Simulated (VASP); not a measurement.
A run of VASP 6.6.1:

The input INCAR:

```
ALGO = Fast
EDIFF = 1E-6
ENCUT = 520
GGA = PE
ISIF = 2
ISMEAR = 0
ISPIN = 2
LASPH = True
LCHARG = False
LMAXMIX = 4
LORBIT = 11
LREAL = False
LWAVE = False
MAGMOM = 3 3 3 3 3 3 0 0 0
NBANDS = 47
NELM = 150
PREC = Accurate
SIGMA = 0.2
```

Contents of KPOINTS:

```
k-points
0
Gamma
  3 3 5
```

Contents of POSCAR:

```
Co2Si
1.0
    5.8160343015      0.0000000000      0.0000000000
   -2.9080171508      5.0368334544      0.0000000000
    0.0000000000      0.0000000000      3.4646264390
Co Si
6 3
Direct
    0.2528117486      0.0000000000      0.0000000000
    0.7471882514      0.7471882514      0.0000000000
    0.0000000000      0.2528117486      0.0000000000
    0.5919332513      0.0000000000      0.5000000000
    0.4080667487      0.4080667487      0.5000000000
    0.0000000000      0.5919332513      0.5000000000
    0.6666666667      0.3333333333      0.0000000000
    0.3333333333      0.6666666667      0.0000000000
    0.0000000000      0.0000000000      0.5000000000
```

Potentials or basis: VASP PAW PBE potentials, release 64 (Co, Si).

Run with:

```sh
$ cat potpaw_PBE.64/Co/POTCAR potpaw_PBE.64/Si/POTCAR > POTCAR
$ mpirun -np 1 vasp_std > vasp.out
```

Hardware: 1 thread of Intel Xeon 8259CL (shared host).

Question: How long does it take, and how much memory?

Answer: Run time: 4.3 min on 1 thread of Intel Xeon 8259CL (shared host), peak memory 0.31 GiB. Counts: scf iterations 18, k points 9.
